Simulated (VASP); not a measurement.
Ni:

```
CELL_PARAMETERS angstrom
0.00000 1.75850 1.75850
1.75850 0.00000 1.75850
1.75850 1.75850 0.00000
ATOMIC_POSITIONS crystal
Ni 0.00000 0.00000 0.00000
```

Base run:

* Program: VASP 6.6.1
* Functional: r2SCAN
* Potentials or basis: VASP PAW PBE potentials, release 64 (Ni)
* Cutoff: 520 eV
* k mesh: 13 × 13 × 13
* Occupations: fermi-dirac, width 0.05 eV
* Spin: collinear spin, ferromagnetic start
* Starting moments: [2.0] μB

Its results: pressure -6.6 GPa; net moment 0.70 μB per cell; site moments Ni +0.73 μB.

Question: The run is repeated on the same cell with these changes: occupations from fermi-dirac, width 0.05 eV to fermi-dirac, width 0.003 eV. What comes out?

Answer: Pressure -7.2 GPa; net moment 0.66 μB per cell; site moments Ni +0.69 μB.

Caveats: the cell stands under tension; the PAW data sets were made with another functional, which shifts forces and pressure a little.
